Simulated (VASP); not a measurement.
# BeSe5 (F-43m) in VASP: a series of runs

The runs below take BeSe5 through single point, with PBE.

Program: VASP 6.6.1. These are calculated values, not measurements. Logs are shortened: lines on timing, memory, paths and dates and some standing lists are left out, and cuts for length are marked.

## 1. The cell of the first run

Symmetry: F-43m, No. 216, cubic system. The conventional cell has a = 8.028 Å, b = 8.028 Å, c = 8.028 Å, α = 90.00°, β = 90.00°, γ = 90.00°. Be (site symmetry -43m) has 16 Se at 3.33 to 3.48 Å within 4.4 Å. Within 3.7 Å of Se (site symmetry 3m) lie 9 Se at 2.81 to 3.33 Å and 3 Be at 3.33 Å. Se (site symmetry -43m) has 12 Se at 3.33 Å and 4 Be at 3.48 Å within 4.4 Å.

## 2. Single point, PBE

INCAR

```
PREC     = Accurate       # precision mode
ENCUT    = 520            # plane-wave cutoff, eV
EDIFF    = 1E-7           # SCF threshold, eV
ISMEAR   = 0              # smearing method
SIGMA    = 0.1            # smearing width, eV
LREAL    = False          # projectors in reciprocal space
LASPH    = True           # aspherical terms in the spheres
NELM     = 60             # most SCF steps
ALGO     = Normal         # electronic algorithm
ISIF     = 2              # what is computed and relaxed
LWAVE    = False          # write WAVECAR
LCHARG   = True           # write CHGCAR
GGA      = PE             # functional
LELF     = True           # ELF
LVHAR    = True         
NBANDS   = 25             # bands
```

KPOINTS

```
regular mesh
0
Gamma
  4 4 4
```

POSCAR

```
BeSe5
1.0
    0.0000000000      4.0138568227      4.0138568227
    4.0138568227      0.0000000000      4.0138568227
    4.0138568227      4.0138568227      0.0000000000
Be Se
1 5
Direct
    0.2500000000      0.2500000000      0.2500000000
    0.3717713093      0.8760762302      0.8760762302
    0.8760762302      0.3717713093      0.8760762302
    0.8760762302      0.8760762302      0.3717713093
    0.8760762302      0.8760762302      0.8760762302
    0.5000000000      0.5000000000      0.5000000000
```

Potentials or basis: VASP PAW PBE potentials, release 64 (Be, Se).

The run is started by

```console
$ cat potpaw_PBE.64/Be/POTCAR potpaw_PBE.64/Se/POTCAR > POTCAR
$ mpirun -np 1 vasp_std > vasp.out
```

OUTCAR:

```text
PREC = Accurate
   ENCUT = 520
   EDIFF = 1E-7
   ISMEAR = 0
   LREAL = False
   LASPH = True
   NELM = 60
   ISIF = 2
   GGA = PE

 ion  position               nearest neighbor table
   1  0.250  0.250  0.250-
   2  0.372  0.876  0.876-
   3  0.876  0.372  0.876-
   4  0.876  0.876  0.372-
   5  0.876  0.876  0.876-
   6  0.500  0.500  0.500-

  LATTYP: Found a face centered cubic cell.
 ALAT       =     8.0277136454

  Lattice vectors:

 A1 = (   0.0000000000,   4.0138568227,   4.0138568227)
 A2 = (   4.0138568227,   0.0000000000,   4.0138568227)
 A3 = (   4.0138568227,   4.0138568227,   0.0000000000)

Analysis of symmetry for initial positions (statically):
=====================================================================
 Subroutine PRICEL returns:
 Original cell was already a primitive cell.

 Routine SETGRP: Setting up the symmetry group for a
 face centered cubic supercell.

 Subroutine GETGRP returns: Found 24 space group operations
 (whereof 24 operations were pure point group operations)
 out of a pool of 48 trial point group operations.

The static configuration has the point symmetry T_d .

Analysis of symmetry for dynamics (positions and initial velocities):
=====================================================================
 Subroutine PRICEL returns:
 Original cell was already a primitive cell.

 Routine SETGRP: Setting up the symmetry group for a
 face centered cubic supercell.

 Subroutine GETGRP returns: Found 24 space group operations
 (whereof 24 operations were pure point group operations)
 out of a pool of 48 trial point group operations.

The dynamic configuration has the point symmetry T_d .

 Subroutine INISYM returns: Found 24 space group operations
 (whereof 24 operations are pure point group operations),
 and found     1 'primitive' translations

----------------------------------------------------------------------------------------

                                     Primitive cell

  volume of cell :     129.3349

  direct lattice vectors                    reciprocal lattice vectors
     0.000000000  4.013856823  4.013856823    -0.124568469  0.124568469  0.124568469
     4.013856823  0.000000000  4.013856823     0.124568469 -0.124568469  0.124568469
     4.013856823  4.013856823  0.000000000     0.124568469  0.124568469 -0.124568469

  length of vectors
     5.676450756  5.676450756  5.676450756     0.215758918  0.215758918  0.215758918

  position of ions in fractional coordinates (direct lattice)
     0.250000000  0.250000000  0.250000000
     0.371771309  0.876076230  0.876076230
     0.876076230  0.371771309  0.876076230
     0.876076230  0.876076230  0.371771309
     0.876076230  0.876076230  0.876076230
     0.500000000  0.500000000  0.500000000

  ion indices of the primitive-cell ions
   primitive index   ion index
                 1           1
                 2           2
                 3           3
                 4           4
                 5           5
                 6           6

----------------------------------------------------------------------------------------

 KPOINTS: regular mesh

Automatic generation of k-mesh.
 Grid dimensions read from file:
 generate k-points for:    4    4    4

 Generating k-lattice:

  Cartesian coordinates                     Fractional coordinates (reciprocal lattice)
    -0.031142117  0.031142117  0.031142117     0.250000000  0.000000000  0.000000000
     0.031142117 -0.031142117  0.031142117     0.000000000  0.250000000  0.000000000
     0.031142117  0.031142117 -0.031142117     0.000000000  0.000000000  0.250000000

  Length of vectors
     0.053939729  0.053939729  0.053939729

  Shift w.r.t. Gamma in fractional coordinates (k-lattice)
     0.000000000  0.000000000  0.000000000

 Subroutine IBZKPT returns following result:
 ===========================================

 Found      8 irreducible k-points:

 Following reciprocal coordinates:
            Coordinates               Weight
  0.000000  0.000000  0.000000      1.000000
  0.250000  0.000000  0.000000      8.000000
  0.500000  0.000000  0.000000      4.000000
  0.250000  0.250000  0.000000      6.000000
  0.500000  0.250000  0.000000     24.000000
 -0.250000  0.250000  0.000000     12.000000
  0.500000  0.500000  0.000000      3.000000
 -0.250000  0.500000  0.250000      6.000000
   k-points           NKPTS =      8   k-points in BZ     NKDIM =      8   number of bands    NBANDS=     25
   number of dos      NEDOS =    301   number of ions     NIONS =      6
   total plane-waves  NPLWV =  74088
   dimension x,y,z NGX =    42 NGY =   42 NGZ =   42
   dimension x,y,z NGXF=    84 NGYF=   84 NGZF=   84
   ions per type =               1   5
   NGX,Y,Z   is equivalent  to a cutoff of  12.30, 12.30, 12.30 a.u.
   NGXF,Y,Z  is equivalent  to a cutoff of  24.60, 24.60, 24.60 a.u.
 SYSTEM =  unknown system
   PREC   = accura    normal or accurate (medium, high low for compatibility)
   ISTART =      0    job   : 0-new  1-cont  2-samecut
   ICHARG =      2    charge: 1-file 2-atom 10-const
   ISPIN  =      1    spin polarized calculation?
   LNONCOLLINEAR =      F non collinear calculations
   LSORBIT =      F    spin-orbit coupling
   LASPH  =      T    aspherical Exc in radial PAW
   ENCUT  =  520.0 eV  38.22 Ry    6.18 a.u.  10.55 10.55 10.55*2*pi/ulx,y,z
   NELM   =     60;   NELMIN=  2; NELMDL= -5     # of ELM steps
   EDIFF  = 0.1E-06   stopping-criterion for ELM
   LREAL  =      F    real-space projection
   EDIFFG = 0.1E-05   stopping-criterion for IOM
   NSW    =      0    number of steps for IOM
   IBRION =     -1    ionic relax: 0-MD 1-quasi-New 2-CG
   NFREE  =      0    steps in history (QN), initial steepest desc. (CG)
   ISIF   =      2    stress and relaxation
   ISYM   =      2    0-nonsym 1-usesym 2-fastsym
   POTIM  = 0.5000    time-step for ionic-motion
   TEBEG  =    0.0;   TEEND  =   0.0 temperature during run
   PSTRESS=    0.0 pullay stress
   NELECT =      32.0000    total number of electrons
   NUPDOWN=      -1.0000    fix difference up-down
   EMIN   =  10.00;   EMAX   =-10.00  energy-range for DOS
   EFERMI =   0.00;   METHOD = LEGACY
   ISMEAR =     0;   SIGMA  =   0.10  broadening in eV -4-tet -1-fermi 0-gaus
   EFERMI_NEDOS =   21; number of points for ismear=-14 and -15
   IALGO  =     38    algorithm
   IMIX   =      4    mixing-type and parameters
     AMIX     =   0.40;   BMIX     =  1.00
     AMIX_MAG =   1.60;   BMIX_MAG =  1.00
  volume/ion in A,a.u.               =      21.56       145.47
  Fermi-wavevector in a.u.,A,eV,Ry     =   1.027747  1.942161 14.371347  1.056264
  Thomas-Fermi vector in A             =   2.161708
   LORBIT       =      0    0 simple, 1 ext, 2 COOP (PROOUT), +10 PAW based schemes
   GGA     = PE    functional components
   LHFCALC =     F    Hartree Fock is set to
   AEXX    =    0.0000 exact exchange contribution
   IVDW    =     0    specifies the selected vdW correction
   LEPSILON=     F    determine dielectric tensor
   LRPA    =     F    only Hartree local field effects (RPA)
 non-spin polarized calculation
 Gauss-broadening in eV      SIGMA  =   0.10
  energy-cutoff  :      520.00
  volume of cell :      129.33
 maximum number of plane-waves:      3511
   NGX = 21   NGY = 21   NGZ = 21

 number of electron      32.0000000 magnetization

 Free energy of the ion-electron system (eV)
  ---------------------------------------------------
  ext. energy  EPLUGINS =         0.00000000
  ---------------------------------------------------
  free energy    TOTEN  =       -14.93714150 eV

  energy without entropy =      -14.87496102  energy(sigma->0) =      -14.90605126

 E-fermi :   4.4510     XC(G=0):  -9.8269

 val. band max:        4.3886640065   @ k =  -0.2500   0.5000   0.2500
 cond. band min:       4.4739829887   @ k =   0.2500   0.0000   0.0000
 fundamental gap:      0.0853189822
 Fermi energy:         4.4509840071

 k-point     1 :       0.0000    0.0000    0.0000
  band No.  band energies     occupation
      1     -11.7417      2.00000
      2      -7.8651      2.00000
      3      -7.8651      2.00000
      4      -7.8651      2.00000
      5      -7.3099      2.00000
      6      -3.5874      2.00000
[... 17 lines left out ...]
     24       8.7216      0.00000
     25      11.1811      0.00000

 k-point     2 :       0.2500    0.0000    0.0000
  band No.  band energies     occupation
      1     -11.4656      2.00000
      2      -8.7185      2.00000
      3      -7.9119      2.00000
      4      -7.9119      2.00000
      5      -7.3422      2.00000
      6      -2.7880      2.00000
[... 17 lines left out ...]
     24       8.3877      0.00000
     25      11.8202      0.00000

 k-point     3 :       0.5000    0.0000    0.0000
  band No.  band energies     occupation
      1     -11.0131      2.00000
      2      -9.5915      2.00000
      3      -7.9567      2.00000
      4      -7.9567      2.00000
      5      -7.3841      2.00000
      6      -2.2959      2.00000
[... 17 lines left out ...]
     24       7.9687      0.00000
     25      11.0823      0.00000

 k-point     4 :       0.2500    0.2500    0.0000
  band No.  band energies     occupation
      1     -11.3614      2.00000
      2      -8.8361      2.00000
      3      -7.9793      2.00000
      4      -7.9793      2.00000
      5      -7.4556      2.00000
      6      -2.3480      2.00000
[... 17 lines left out ...]
     24       8.1191      0.00000
     25      12.0703      0.00000

 k-point     5 :       0.5000    0.2500    0.0000
  band No.  band energies     occupation
      1     -10.8358      2.00000
      2      -9.6869      2.00000
      3      -8.2661      2.00000
      4      -8.0229      2.00000
      5      -7.3439      2.00000
      6      -1.7247      2.00000
[... 17 lines left out ...]
     24       7.8805      0.00000
     25      11.7169      0.00000

 k-point     6 :      -0.2500    0.2500    0.0000
  band No.  band energies     occupation
      1     -11.0526      2.00000
      2      -9.3892      2.00000
      3      -8.2780      2.00000
      4      -7.9578      2.00000
      5      -7.2671      2.00000
      6      -2.0349      2.00000
[... 17 lines left out ...]
     24       8.1601      0.00000
     25      11.7710      0.00000

 k-point     7 :       0.5000    0.5000    0.0000
  band No.  band energies     occupation
      1     -10.4176      2.00000
      2     -10.1675      2.00000
      3      -8.0859      2.00000
      4      -8.0859      2.00000
      5      -7.6446      2.00000
      6      -1.6751      2.00000
[... 17 lines left out ...]
     24       7.3553      0.00000
     25      12.8200      0.00000

 k-point     8 :      -0.2500    0.5000    0.2500
  band No.  band energies     occupation
      1     -10.3887      2.00000
      2     -10.1631      2.00000
      3      -8.4101      2.00000
      4      -8.1020      2.00000
      5      -7.2781      2.00000
      6      -0.9636      2.00000
[... 17 lines left out ...]
     24       8.0303      0.00000
     25      12.0982      0.00000

------------------------ aborting loop because EDIFF is reached ----------------------------------------

  FORCE on cell =-STRESS in cart. coord.  units (eV):
  Direction    XX          YY          ZZ          XY          YZ          ZX
  --------------------------------------------------------------------------------------
  -------------------------------------------------------------------------------------
  Total       -0.0240312     -0.0240312     -0.0240312     -0.0000000     -0.0000000      0.0000000
  in kB       -0.2976945     -0.2976945     -0.2976945     -0.0000000     -0.0000000      0.0000000
  external PRESSURE =      -0.2976945 kB  Pullay stress =       0.0000000 kB

 VOLUME and BASIS-vectors are now :
 -----------------------------------------------------------------------------
  energy-cutoff  :      520.00
  volume of cell :      129.33
      direct lattice vectors                 reciprocal lattice vectors
     0.000000000  4.013856823  4.013856823    -0.124568469  0.124568469  0.124568469
     4.013856823  0.000000000  4.013856823     0.124568469 -0.124568469  0.124568469
     4.013856823  4.013856823  0.000000000     0.124568469  0.124568469 -0.124568469

 POSITION                                       TOTAL-FORCE (eV/Angst)
 -----------------------------------------------------------------------------------
      2.00693      2.00693      2.00693        -0.000000     -0.000000     -0.000000
      7.03289      5.00868      5.00868        -0.006734      0.006734      0.006734
      5.00868      7.03289      5.00868         0.006734     -0.006734      0.006734
      5.00868      5.00868      7.03289         0.006734      0.006734     -0.006734
      7.03289      7.03289      7.03289        -0.006734     -0.006734     -0.006734
      4.01386      4.01386      4.01386        -0.000000     -0.000000     -0.000000
 -----------------------------------------------------------------------------------
    total drift:                                0.000000      0.000000      0.000000

  FREE ENERGIE OF THE ION-ELECTRON SYSTEM (eV)
  ---------------------------------------------------
  free  energy   TOTEN  =       -14.9371415010 eV

  energy  without entropy=      -14.8749610220  energy(sigma->0) =      -14.90605126
```

Run time: 18 s. Hardware: 1 thread of Intel Xeon 6975P-C (Granite Rapids), shared host; peak memory 0.24 GiB.

What came out:

- Free energy: -14.9371 eV
- Pressure: 0.0 GPa
- Largest force: 0.012 eV/Å
- Band gap on the k mesh: zero (band 16 reaches 5.82 eV, above the bottom of band 17 at 4.47 eV)

Forces in eV/Å, atoms in the order of the input:
```
Be   0.000  0.000  0.000
Se  -0.007  0.007  0.007
Se   0.007 -0.007  0.007
Se   0.007  0.007 -0.007
Se  -0.007 -0.007 -0.007
Se   0.000  0.000  0.000
```

Levels at points of the mesh, in eV from the Fermi level:
| k point | band 12 | band 13 | band 14 | band 15 | band 16 | band 17 | band 18 | band 19 |
| --- | --- | --- | --- | --- | --- | --- | --- | --- |
| (0.00, 0.00, 0.00) | -1.70 | -1.70 | -1.70 | -1.59 | 1.37 | 1.37 | 1.37 | 1.88 |
| (0.50, 0.00, 0.00) | -2.62 | -2.23 | -2.23 | -1.22 | 0.10 | 0.14 | 0.14 | 1.43 |
| (0.50, 0.50, 0.00) | -2.33 | -2.33 | -2.03 | -1.85 | -0.57 | 0.03 | 0.03 | 0.49 |

## 3. Single point, PBE

This run uses another cell than the first one, of 25.90 Å³/atom, 1.202 times its volume.

INCAR

```
SYSTEM = BeSe5
PREC = Accurate ; ENCUT = 520
EDIFF = 1E-6 ; ISMEAR = 0
SIGMA = 0.1 ; LREAL = .False.
LASPH = .True. ; NELM = 80
ALGO = Normal ; ISIF = 2
LWAVE = .False. ; LCHARG = .True.
GGA = PE ; LELF = .True.
LVHAR = .True. ; NBANDS = 25
```

KPOINTS

```
Automatic mesh
0
Gamma
  4 4 4
  0 0 0
```

POSCAR

```
BeSe5
1.0
    0.0000000000      4.2673061400      4.2673061400
    4.2673061400      0.0000000000      4.2673061400
    4.2673061400      4.2673061400      0.0000000000
Be Se
1 5
Direct
    0.2500000000      0.2500000000      0.2500000000
    0.3727328200      0.8757557300      0.8757557300
    0.8757557300      0.3727328200      0.8757557300
    0.8757557300      0.8757557300      0.3727328200
    0.8757557300      0.8757557300      0.8757557300
    0.5000000000      0.5000000000      0.5000000000
```

Potentials or basis: VASP PAW PBE potentials, release 64 (Be, Se).

The run is started by

```console
$ cat potpaw_PBE.64/Be/POTCAR potpaw_PBE.64/Se/POTCAR > POTCAR
$ mpirun -np 1 vasp_std > vasp.out
```

It took 26 s on 1 thread of Intel Xeon 6975P-C (Granite Rapids), shared host; peak memory 0.29 GiB.

The run converged. Its results:

- Free energy: -14.2919 eV
- Pressure: -6.7 GPa
- Largest force: 0.060 eV/Å
- Band gap on the k mesh: zero (band 16 reaches 3.59 eV, above the bottom of band 17 at 2.62 eV)

Forces in eV/Å, atoms in the order of the input:
```
Be   0.000  0.000  0.000
Se   0.035 -0.035 -0.035
Se  -0.035  0.035 -0.035
Se  -0.035 -0.035  0.035
Se   0.035  0.035  0.035
Se   0.000  0.000  0.000
```

Levels at points of the mesh, in eV from the Fermi level:
```tsv
k point	band 11	band 12	band 13	band 14	band 15	band 16	band 17	band 18	band 19	band 20
(0.00, 0.00, 0.00)	-3.01	-1.38	-1.15	-1.15	-1.15	0.99	0.99	0.99	1.64	1.64
(0.50, 0.00, 0.00)	-2.36	-2.03	-1.70	-1.70	-1.05	0.04	0.10	0.10	1.02	1.81
(0.50, 0.50, 0.00)	-2.11	-1.75	-1.75	-1.53	-1.42	-0.38	0.04	0.04	0.25	1.62
```
